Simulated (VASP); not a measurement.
# SiNi (Pnma) in VASP: a series of runs, part 2 of 3

VASP 6.6.1. Earlier steps stand in the parts before.

### 3 Single point, PBE+D3(BJ), collinear spin, ferromagnetic start

This run uses another cell than the first one, of 11.80 Å³/atom.

INCAR

```
SYSTEM = SiNi
  ALGO = Normal
  EDIFF = 1E-6
  ENCUT = 520
  GGA = PE
  ISIF = 2
  ISMEAR = -1
  ISPIN = 2
  IVDW = 12
  LASPH = .TRUE.
  LCHARG = .FALSE.
  LMAXMIX = 4
  LORBIT = 11
  LREAL = .FALSE.
  LWAVE = .FALSE.
  MAGMOM = 1 1 1 1 0 0 0 0
  NBANDS = 42
  NELM = 150
  PREC = Accurate
  SIGMA = 0.05
```

KPOINTS

```
k-points
0
G
  5 8 5
  0 0 0
```

POSCAR

```
SiNi
1.0
    5.0726067443      0.0000000000      0.0000000000
    0.0000000000      3.3693321948      0.0000000000
    0.0000000000      0.0000000000      5.5214702459
Ni Si
4 4
Direct
    0.9900695063      0.7500000000      0.8128734647
    0.5099304937      0.2500000000      0.3128734647
    0.4900695063      0.7500000000      0.6871265353
    0.0099304937      0.2500000000      0.1871265353
    0.6773262842      0.2500000000      0.9128892982
    0.8226737158      0.7500000000      0.4128892982
    0.1773262842      0.2500000000      0.5871107018
    0.3226737158      0.7500000000      0.0871107018
```

Potentials or basis: VASP PAW PBE potentials, release 64 (Ni, Si).

Run with:

```sh
$ cat potpaw_PBE.64/Ni/POTCAR potpaw_PBE.64/Si/POTCAR > POTCAR
$ mpirun -np 1 vasp_std > vasp.out
```

OUTCAR:

```text
SYSTEM = SiNi
   EDIFF = 1E-6
   ENCUT = 520
   GGA = PE
   ISIF = 2
   ISMEAR = -1
   ISPIN = 2
   IVDW = 12
   LASPH = .TRUE.
   LORBIT = 11
   LREAL = .FALSE.
   NELM = 150
   PREC = Accurate
 IVDW          = 12

 ion  position               nearest neighbor table
   1  0.990  0.750  0.813-   8 2.27   7 2.30   7 2.30   6 2.37   5 2.38   5 2.38   3 2.63   3 2.63
                             4 2.67   4 2.67
   2  0.510  0.250  0.313-   7 2.27   8 2.30   8 2.30   5 2.37   6 2.38   6 2.38   4 2.63   4 2.63
                             3 2.67   3 2.67
   3  0.490  0.750  0.687-   6 2.27   5 2.30   5 2.30   8 2.37   7 2.38   7 2.38   1 2.63   1 2.63
                             2 2.67   2 2.67
   4  0.010  0.250  0.187-   5 2.27   6 2.30   6 2.30   7 2.37   8 2.38   8 2.38   2 2.63   2 2.63
                             1 2.67   1 2.67
[... 2337 lines left out ...]
      0.89951      0.84233      3.24171         0.001262     -0.000000      0.002959
      1.63680      2.52700      0.48098        -0.001262      0.000000      0.002959
 -----------------------------------------------------------------------------------
    total drift:                               -0.000000      0.000000      0.000000

  FREE ENERGIE OF THE ION-ELECTRON SYSTEM (eV)
  ---------------------------------------------------
  free  energy   TOTEN  =       -51.3788563479 eV

  energy  without entropy=      -51.3669120228  energy(sigma->0) =      -51.37288419

 total charge

# of ion       s       p       d       tot
------------------------------------------
    1        0.510   0.671   8.461   9.642
    2        0.510   0.671   8.461   9.642
    3        0.510   0.671   8.461   9.642
    4        0.510   0.671   8.461   9.642
    5        0.760   0.866   0.000   1.627
    6        0.760   0.866   0.000   1.627
    7        0.760   0.866   0.000   1.627
    8        0.760   0.866   0.000   1.627
--------------------------------------------------
tot          5.082   6.147  33.846  45.075

 magnetization (x)

# of ion       s       p       d       tot
------------------------------------------
    1        0.000  -0.000   0.000   0.000
    2        0.000  -0.000   0.000   0.000
    3        0.000  -0.000   0.000   0.000
    4        0.000  -0.000   0.000   0.000
    5       -0.000  -0.000   0.000  -0.000
    6       -0.000  -0.000   0.000  -0.000
    7       -0.000  -0.000   0.000  -0.000
    8       -0.000  -0.000   0.000  -0.000
--------------------------------------------------
tot         -0.000  -0.000   0.000   0.000
```

OSZICAR:

```text
N       E                     dE             d eps       ncg     rms          rms(c)
DAV:   1     0.375962655431E+03    0.37596E+03   -0.23703E+04  7560   0.157E+03
DAV:   2    -0.197689261654E+02   -0.39573E+03   -0.37336E+03  7578   0.343E+02
DAV:   3    -0.531798434682E+02   -0.33411E+02   -0.31906E+02  8474   0.115E+02
DAV:   4    -0.542312247349E+02   -0.10514E+01   -0.10438E+01  9132   0.191E+01
DAV:   5    -0.542633518071E+02   -0.32127E-01   -0.32100E-01  9324   0.317E+00    0.299E+01
DAV:   6    -0.639475648518E+02   -0.96842E+01   -0.10321E+02  8942   0.156E+02    0.376E+01
DAV:   7    -0.475360991090E+02    0.16411E+02   -0.38507E+01  9016   0.980E+01    0.580E+00
DAV:   8    -0.476625495842E+02   -0.12645E+00   -0.47416E+00 11012   0.166E+01    0.392E+00
DAV:   9    -0.475520598924E+02    0.11049E+00   -0.47555E-01  9560   0.853E+00    0.897E-01
DAV:  10    -0.475519751743E+02    0.84718E-04   -0.18832E-02  9994   0.140E+00    0.555E-01
DAV:  11    -0.475509495095E+02    0.10257E-02   -0.16204E-03  9438   0.330E-01    0.312E-01
DAV:  12    -0.475507110728E+02    0.23844E-03   -0.82108E-04  9972   0.385E-01    0.132E-01
DAV:  13    -0.475507223939E+02   -0.11321E-04   -0.14523E-04  9974   0.146E-01    0.584E-02
DAV:  14    -0.475507072348E+02    0.15159E-04   -0.22449E-05 11030   0.557E-02    0.276E-02
DAV:  15    -0.475507028873E+02    0.43474E-05   -0.77585E-06 10684   0.197E-02    0.844E-03
DAV:  16    -0.475507021206E+02    0.76669E-06   -0.85644E-07  4352   0.795E-03
   1 F= -.51378856E+02 E0= -.51372884E+02  d E =-.119443E-01  mag=    -0.0001
```

stdout:

```text
POSCAR found type information on POSCAR NiSi
 POSCAR found :  2 types and       8 ions
 scaLAPACK will be used
 LDA part: xc-table for (Slater+PW92), standard interpolation
 POSCAR, INCAR and KPOINTS ok, starting setup
 FFT: planning ... GRIDC
 FFT: planning ... GRID_SOFT
 FFT: planning ... GRID
 WAVECAR not read
 entering main loop
```

Wall time 8.5 min (1 thread of Intel Xeon 8259CL, shared host); peak memory 0.41 GiB.

What came out:

| Property | Result |
| --- | --- |
| Free energy | -51.3789 eV |
| Pressure | 0.0 GPa |
| Largest force | 0.012 eV/Å |
| Band gap on the k mesh | zero (filled and empty bands overlap) |
| Net moment | 0.00 μB per cell |
| Valence electrons inside the program's atomic spheres | Ni 9.64; Si 1.63 |
| Dispersion energy per atom | -0.479 eV |

Forces on the atoms (eV/Å):
```
Ni  -0.011  0.000  0.004
Ni   0.011  0.000  0.004
Ni  -0.011  0.000 -0.004
Ni   0.011  0.000 -0.004
Si   0.001  0.000 -0.003
Si  -0.001  0.000 -0.003
Si   0.001  0.000  0.003
Si  -0.001  0.000  0.003
```

Levels at points of the mesh, in eV from the Fermi level:
Spin up:
```tsv
k point	band 26	band 27	band 28	band 29	band 30	band 31
(0.00, 0.00, 0.00)	-1.39	-1.15	-0.94	0.66	1.37	3.24
(0.00, 0.50, 0.00)	-2.01	-1.43	-1.43	-0.62	-0.62	2.06
```
Spin down:
| k point | band 24 | band 25 | band 26 | band 27 | band 28 | band 29 | band 30 | band 31 | band 32 | band 33 |
| --- | --- | --- | --- | --- | --- | --- | --- | --- | --- | --- |
| (0.00, 0.00, 0.00) | -2.04 | -1.79 | -1.39 | -1.15 | -0.94 | 0.66 | 1.37 | 3.24 | 3.75 | 3.93 |
| (0.00, 0.50, 0.00) | -2.22 | -2.01 | -2.01 | -1.43 | -1.43 | -0.62 | -0.62 | 2.06 | 2.06 | 2.59 |

### 4 Single point, RPBE, collinear spin, ferromagnetic start

This run uses another cell than the first one, of 12.47 Å³/atom.

INCAR

```
PREC = Accurate
ENCUT = 600
EDIFF = 1E-6
ISMEAR = -1
SIGMA = 0.05
LREAL = False
LASPH = True
NELM = 200
ALGO = Normal
ISIF = 2
LWAVE = False
LCHARG = False
ISPIN = 2
MAGMOM = 1 1 1 1 0 0 0 0
LORBIT = 11
LMAXMIX = 4
GGA = RP
NBANDS = 42
GGA_COMPAT = False
```

KPOINTS

```
regular mesh
0
Gamma
  5 8 5
```

POSCAR

```
SiNi
1.0
    5.1630314078      0.0000000000      0.0000000000
    0.0000000000      3.4198872656      0.0000000000
    0.0000000000      0.0000000000      5.6496309451
Ni Si
4 4
Direct
    0.9916792042      0.7500000000      0.8111152477
    0.5083207958      0.2500000000      0.3111152477
    0.4916792042      0.7500000000      0.6888847523
    0.0083207958      0.2500000000      0.1888847523
    0.6784884130      0.2500000000      0.9149218982
    0.8215115870      0.7500000000      0.4149218982
    0.1784884130      0.2500000000      0.5850781018
    0.3215115870      0.7500000000      0.0850781018
```

Run with:

```sh
$ cat potpaw_PBE.64/Ni/POTCAR potpaw_PBE.64/Si/POTCAR > POTCAR
$ mpirun -np 1 vasp_std > vasp.out
```

It took 4.7 min on 1 thread of Intel Xeon 6975P-C (Granite Rapids), shared host; peak memory 0.46 GiB.

Results (log left out):

```yaml
Free_energy: -44.1956 eV
Pressure: -0.1 GPa
Largest_force: 0.011 eV/Å
Band_gap_on_the_k_mesh: zero (filled and empty bands overlap)
Net_moment: 0.00 μB per cell
Valence_electrons_inside_the_program's_atomic_spheres: Ni 9.51; Si 1.60
```

Forces on the atoms (eV/Å):
```
Ni  -0.010  0.000 -0.004
Ni   0.010  0.000 -0.004
Ni  -0.010  0.000  0.004
Ni   0.010  0.000  0.004
Si  -0.010  0.000 -0.006
Si   0.010  0.000 -0.006
Si  -0.010  0.000  0.006
Si   0.010  0.000  0.006
```

Stress tensor (GPa, compression positive):
```
-0.09  0.00  0.00
 0.00 -0.22  0.00
 0.00  0.00 -0.08
```

Levels at points of the mesh, in eV from the Fermi level:
Spin up:
```
           k point  band 25  band 26  band 27  band 28  band 29  band 30  band 31  band 32
(0.00, 0.00, 0.00)    -1.74    -1.21    -1.09    -0.88     0.66     1.21     3.18     3.67
(0.00, 0.50, 0.00)    -1.84    -1.84    -1.33    -1.33    -0.59    -0.59     1.94     1.94
```
Spin down:
```csv
k point,band 26,band 27,band 28,band 29,band 30,band 31
"(0.00, 0.00, 0.00)",-1.21,-1.09,-0.88,0.66,1.21,3.18
"(0.00, 0.50, 0.00)",-1.84,-1.33,-1.33,-0.59,-0.59,1.94
```

Caveat: the PAW data sets were made with another functional, which shifts forces and pressure a little.

[end of part 2 of 3]
